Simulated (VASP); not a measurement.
Set up this calculation in VASP 6.6.1, as the native input.

```yaml
Task: single point
Functional: PBE
Potentials_or_basis: VASP PAW PBE potentials, release 64 (B, N)
Cutoff: 520 eV
k_mesh: 12 × 12 × 6
Occupations: gaussian, width 0.05 eV
Spin: no spin polarisation
Dipole_correction: no
Further_INCAR_settings: ALGO = Normal; EDIFF = 1e-06; NBANDS = 16
```

The structure of BN lies in POSCAR:

```
BN
1.0
    2.5928987976      0.0000000000      0.0000000000
   -1.2964493988      2.2455162282      0.0000000000
    0.0000000000      0.0000000000      4.2245145363
B N
2 2
Direct
    0.6666666667      0.3333333333      0.9998058548
    0.3333333333      0.6666666667      0.4998058548
    0.6666666667      0.3333333333      0.6251941452
    0.3333333333      0.6666666667      0.1251941452
```

This cell differs from its parent crystal: strain +0.0150 x Voigt [1, 1, 0, 0, 0, 0].

These files were run (other wordings do the same):

INCAR

```
PREC     = Accurate       # precision mode
ENCUT    = 520            # plane-wave cutoff, eV
EDIFF    = 1E-6           # SCF threshold, eV
ISMEAR   = 0              # smearing method
SIGMA    = 0.05           # smearing width, eV
LREAL    = F              # projectors in reciprocal space
LASPH    = T              # aspherical terms in the spheres
NELM     = 80             # most SCF steps
ALGO     = Normal         # electronic algorithm
ISIF     = 2              # what is computed and relaxed
LWAVE    = F              # write WAVECAR
LCHARG   = T              # write CHGCAR
GGA      = PE             # functional
LELF     = T              # ELF
LVHAR    = T            
NBANDS   = 16             # bands
```

KPOINTS

```
regular mesh
0
Gamma
  12 12 6
```

Potentials or basis: VASP PAW PBE potentials, release 64 (B, N).

Launch:

```sh
$ cat potpaw_PBE.64/B/POTCAR potpaw_PBE.64/N/POTCAR > POTCAR
$ mpirun -np 1 vasp_std > vasp.out
```

It gave:

* Pressure: -10.2 GPa
* Largest force: 0.018 eV/Å
* Band gap on the k mesh: 5.30 eV, indirect (least direct gap 8.00 eV)

Caveat: the cell differs from its parent crystal (strain +0.0150 x Voigt [1, 1, 0, 0, 0, 0]).

It took 14 s on 1 thread of Intel(R) Xeon(R) 6975P-C (Granite Rapids) (shared host), peak memory 0.14 GiB.
